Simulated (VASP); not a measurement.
A run of VASP 6.6.1:

The input POSCAR:

```
GaP
1.0
    0.0000000000      2.7253992957      2.7253992957
    2.7253992957      0.0000000000      2.7253992957
    2.7253992957      2.7253992957      0.0000000000
Ga P
1 1
Direct
    0.0000000000      0.0000000000      0.0000000000
    0.2500000000      0.2500000000      0.2500000000
```

The input INCAR.step1:

```
SYSTEM = GaP
PREC = Accurate ; ENCUT = 400
EDIFF = 1E-5 ; ISMEAR = 0
SIGMA = 0.01 ; LREAL = .False.
LASPH = .True. ; NELM = 120
ALGO = Normal ; ISIF = 2
LWAVE = .True. ; LCHARG = .False.
GGA = PE ; NBANDS = 16
GGA_COMPAT = .False.
```

Contents of INCAR.step2:

```
SYSTEM = GaP
PREC = Accurate ; ENCUT = 400
EDIFF = 1E-6 ; ISMEAR = 0
SIGMA = 0.01 ; LREAL = .False.
LASPH = .True. ; NELM = 120
ALGO = Normal ; ISIF = 2
LWAVE = .False. ; LCHARG = .False.
GGA = PE ; LHFCALC = .True.
AEXX = 1.0 ; HFSCREEN = 0.1
PRECFOCK = Normal ; ISTART = 1
NBANDS = 16 ; ALDAC = 1.0
AGGAC = 1.0 ; GGA_COMPAT = .False.
```

File KPOINTS:

```
Automatic mesh
0
Gamma
  4 4 4
  0 0 0
```

Potentials or basis: VASP PAW PBE potentials, release 64 (Ga_d, P).

Run with:

```sh
$ cat potpaw_PBE.64/Ga_d/POTCAR potpaw_PBE.64/P/POTCAR > POTCAR
$ cp INCAR.step1 INCAR
$ mpirun -np 1 vasp_std > vasp.out
$ cp INCAR.step2 INCAR
$ mpirun -np 1 vasp_std > vasp.out
```

Hardware: 1 thread of Intel(R) Xeon(R) Platinum 8375C CPU @ 2.90GHz (Ice Lake), on a shared host.

Problem. Estimate the wall time of this run.

Solution. Wall time 5.9 min on 1 thread of Intel(R) Xeon(R) Platinum 8375C CPU @ 2.90GHz (Ice Lake), with other jobs on the host, peak memory 0.26 GiB. Counts: k points 8.
